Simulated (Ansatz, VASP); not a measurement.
**One calculation of Al, two programs**

The input INCAR:

```
PREC     = Accurate       # precision mode
ENCUT    = 600            # plane-wave cutoff, eV
EDIFF    = 1E-6           # SCF threshold, eV
ISMEAR   = 0              # smearing method
SIGMA    = 0.1            # smearing width, eV
LREAL    = False          # projectors in reciprocal space
LASPH    = True           # aspherical terms in the spheres
NELM     = 80             # most SCF steps
ALGO     = Fast           # electronic algorithm
ISIF     = 3              # what is computed and relaxed
LWAVE    = False          # write WAVECAR
LCHARG   = False          # write CHGCAR
GGA      = PE             # functional
IBRION   = 2              # ionic algorithm
NSW      = 100            # ionic steps
EDIFFG   = -0.01          # ionic threshold
```

File KPOINTS:

```
Automatic mesh
0
Gamma
  24 24 24
```

File POSCAR:

```
Al
1.0
   -1.7384941000      1.7384941000      1.4072383000
    1.7384941000     -1.7384941000      1.4072383000
    1.7384941000      1.7384941000     -1.4072383000
Al
1
Direct
    0.5000000000      0.5000000000      0.0000000000
```

Input for Ansatz:

```yaml
crystal:
  lattice:
    - [-1.7384941, 1.7384941, 1.4072383]
    - [1.7384941, -1.7384941, 1.4072383]
    - [1.7384941, 1.7384941, -1.4072383]
  atoms:
    - { symbol: Al, position: [0.5, 0.5, 0.0] }
basis:
  ecutwfc: 420
kpoints:
  mp_grid: { grid: [24, 24, 24] }
hamiltonian:
  xc: pbe
scf:
  occupations: { method: gaussian, width: 0.1 }
output:
  forces: true
  stress: true
  eigenvalues: true
  write_density: true
  write_potential: true
  elf: true
  volumetric_format: npy
relax:
  adjacent_minimum: "off"
  f_tol: 0.01
  max_steps: 80
  cell: { stress_tol: 0.05 }
```

Alike in both runs: task relaxation of cell and atoms; functional PBE; k mesh 24 × 24 × 24; occupations gaussian, width 0.1 eV; no spin polarisation.

|  | VASP | Ansatz |
| --- | --- | --- |
| version | VASP 6.6.1 | Ansatz 0.2.0 |
| potentials or method | VASP PAW PBE potentials, release 64 (Al), cutoff 600 eV | scalar-relativistic, plane waves, PAW |
| valence electrons in the cell | 3 | 3 |

|  | VASP | Ansatz | Ansatz less VASP |
| --- | --- | --- | --- |
| gap on the k mesh at the Fermi level, each at its own relaxed structure (eV) | none | none | - |
| relaxed volume (Å³/atom) | 17.01 | 17.01 | -0.008 |
| relaxed cell length with the largest relative difference (Å) | 2.833 | 2.832 | -0.0010 |

A gap of «none» marks a metal or a gap that the smearing closes.

Noted on VASP's run: the relaxation stopped at its first step, so nothing moved.
